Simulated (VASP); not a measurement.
Set up this calculation in VASP 6.6.1, as the native input.

* Task: single point
* Functional: PBE
* Potentials or basis: VASP PAW PBE potentials, release 64 (Si, Sn_d)
* Cutoff: 520 eV
* k mesh: 6 × 6 × 4
* Occupations: gaussian, width 0.1 eV
* Spin: no spin polarisation
* Dipole correction: no
* Further INCAR settings: ALGO = Normal; EDIFF = 1e-06; NBANDS = 18

The structure of Si2Sn lies in POSCAR:

```
Si2Sn
1.0
    3.6545614500      0.0000000000      0.0000000000
    0.0000000000      3.6545614500      0.0000000000
    0.0000000000      0.0000000000      4.2154062100
Si Sn
2 1
Direct
    0.5000000000      0.5000000000      0.0000000000
    0.5000000000      0.5000000000      0.5000000000
    0.0000000000      0.0000000000      0.5000000000
```

The cell was generated, and may not be a known phase.

These files were run (other wordings do the same):

INCAR

```
PREC = Accurate ; ENCUT = 520
EDIFF = 1E-6 ; ISMEAR = 0
SIGMA = 0.1 ; LREAL = False
LASPH = True ; NELM = 100
ALGO = Normal ; ISIF = 2
LWAVE = False ; LCHARG = False
GGA = PE ; NBANDS = 18
```

KPOINTS

```
regular mesh
0
Gamma
  6 6 4
```

Potentials or basis: VASP PAW PBE potentials, release 64 (Si, Sn_d).

The run is started by

```console
$ cat potpaw_PBE.64/Si/POTCAR potpaw_PBE.64/Sn_d/POTCAR > POTCAR
$ mpirun -np 1 vasp_std > vasp.out
```

Results of the run:

The pressure is 23.9 GPa and the band gap on the k mesh is zero (bands 11 and 12 overlap by 3.92 eV).

Caveat: the k points lie up to 0.37 Å⁻¹ apart, too coarse for converged energies and pressures of a metal; spin-orbit coupling is left out, which moves the levels of the heavy elements.

It took 24 s on 1 thread of AMD EPYC 7R13, on a shared host, peak memory 0.15 GiB.
